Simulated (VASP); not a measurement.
Crystal: MnS.

```
CELL_PARAMETERS angstrom
0.00000 2.47346 2.47346
2.47346 0.00000 2.47346
2.47346 2.47346 0.00000
ATOMIC_POSITIONS crystal
Mn 0.00000 0.00000 0.00000
S 0.75000 0.75000 0.75000
```

Base run:

| Property | Result |
| --- | --- |
| Program | VASP 6.6.1 |
| Functional | revPBE |
| Potentials or basis | VASP PAW PBE potentials, release 64 (Mn_pv, S) |
| Cutoff | 520 eV |
| k mesh | 9 × 9 × 9 |
| Occupations | fermi-dirac, width 0.05 eV |
| Spin | collinear spin, ferromagnetic start |
| Starting moments | [4.0, 0.0] μB |

Its results: pressure 5.3 GPa; net moment -0.21 μB per cell; site moments Mn -0.21; S +0.01 μB.

**Question.** The run is repeated on the same cell with these changes: functional from revPBE to PBE exchange alone. What comes out?

**Answer.** Pressure 39.7 GPa; net moment 2.80 μB per cell; site moments Mn +2.69; S -0.06 μB.

Caveats: the PAW data sets were made with another functional, which shifts forces and pressure a little (some runs); the moment fell far below its start of 4 μB, so a state of higher moment may lie lower in energy (some runs); a cell with one magnetic atom can't hold antiferromagnetic order, which such compounds often take (some runs).
